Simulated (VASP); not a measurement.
NiO: relaxation of cell and atoms with PBE+U

NiO:

```
Ni O
1.0
     0.00000    2.13355    2.13355
     2.13355    0.00000    2.13355
     2.13355    2.13355    0.00000
Ni O
1 1
Direct
  0.00000 0.00000 0.00000
  0.50000 0.50000 0.50000
```

* Program: VASP 6.6.1
* Task: relaxation of cell and atoms
* Functional: PBE
* Potentials or basis: VASP PAW PBE potentials, release 64 (Ni, O)
* Cutoff: 600 eV
* k mesh: 12 × 12 × 12
* Occupations: gaussian, width 0.02 eV
* Spin: collinear spin, ferromagnetic start
* Starting moments: [1.91, 0.21] μB
* Hubbard terms: Ni d U = 6.2 eV
* Dipole correction: no
* Further INCAR settings: ALGO = Normal; EDIFF = 1e-06; IBRION = 2; EDIFFG = -0.005; NSW = 100; ISIF = 3

```yaml
Relaxed_volume: 9.23 Å³/atom
Relaxed_cell: a = 2.966 Å, b = 2.966 Å, c = 2.966 Å, α = 60.00°, β = 60.00°, γ = 60.00°
Space_group_after_relaxing_to_0.05_Å: Fm-3m (No. 225)
Energy_gained_by_relaxing: 13.2 meV/atom
Ionic_steps: 3
Pressure_after_relaxing: 0.0 GPa
Band_gap_on_the_k_mesh: 2.55 eV, indirect (least direct gap 3.19 eV)
Net_moment: 2.00 μB per cell
Site_moments: Ni +1.82; O +0.17 μB
Valence_electrons_inside_the_program's_atomic_spheres: Ni 8.97; O 5.02
```

Step by step:
```
step  energy change (eV)  largest force (eV/Å)  pressure (GPa)  volume (Å³)
   1              0.0000                0.0000           -8.41        19.42
   2             -0.0205                0.0000            4.50        18.03
   3             -0.0264                0.0000            0.00        18.46
```

Final structure:
```xyz
2
Lattice="0.0000 2.0976 2.0976 2.0976 0.0000 2.0976 2.0976 2.0976 0.0000" Properties=species:S:1:pos:R:3 pbc="T T T"
Ni    0.0000    0.0000    0.0000
O     2.0976    2.0976    2.0976
```

Levels at points of the mesh, in eV from the valence-band top:
Spin up:
```tsv
k point	band 5	band 6	band 7	band 8	band 9	band 10	band 11	band 12	band 13
(0.00, 0.00, 0.00)	-5.00	-5.00	-1.37	-1.37	-1.37	2.66	17.84	17.84	17.84
(0.50, 0.00, 0.00)	-4.50	-4.50	-3.10	0.00	0.00	6.72	11.03	14.93	14.93
(0.50, 0.50, 0.00)	-5.10	-4.19	-4.19	-2.72	-2.72	6.98	11.49	11.86	17.61
```
Spin down:
```
           k point  band 5  band 6  band 7  band 8  band 9  band 10
(0.00, 0.00, 0.00)   -1.03   -1.03   -1.03    2.55    2.55     3.01
(0.50, 0.00, 0.00)   -2.21   -1.95   -1.95    4.85    4.85     6.90
(0.50, 0.50, 0.00)   -3.11   -2.40   -2.40    2.99    3.42     7.62
```

Eigenvalues of the final occupation matrices:
| site | spin | trace | eigenvalues |
| --- | --- | --- | --- |
| site 1 d | 1 | 5.02 | 0.98 0.98 0.98 1.04 1.04 |
| site 1 d | 2 | 3.22 | 0.14 0.14 0.98 0.98 0.98 |

Run time: 50 s on 1 thread of Intel(R) Xeon(R) Platinum 8488C (Sapphire Rapids), on a shared host, peak memory 0.18 GiB.

Caveat: a cell with one magnetic atom can't hold antiferromagnetic order, which such compounds often take. The state reached can hang on the start; a lower one may exist.
